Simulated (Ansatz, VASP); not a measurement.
## Mo in VASP and in Ansatz

```
Mo
1.0
     2.73737    0.00000    0.00000
    -0.91246    2.58081    0.00000
     0.00000    0.00000   20.47010
Mo
3
Direct
  0.00000 0.00000 0.39081
  0.50000 0.50000 0.50000
  0.00000 0.00000 0.60919
```

Alike in both runs: task single point; functional PBE; k mesh 13 × 13 × 1; occupations fermi-dirac, width 0.1 eV; no spin polarisation.

|  | VASP | Ansatz |
| --- | --- | --- |
| version | VASP 6.6.1 | Ansatz 0.2.0 |
| potentials or method | VASP PAW PBE potentials, release 64 (Mo_sv), cutoff 520 eV | all-electron LAPW, scalar-relativistic |

```tsv
	VASP	Ansatz	Ansatz less VASP
rms of the force components (eV/Å)	0.276	0.285	+0.0098
```

Atom by atom the forces differ by 0.010 eV/Å (rms over components). Ansatz ran all-electron here, and VASP with PAW potentials.
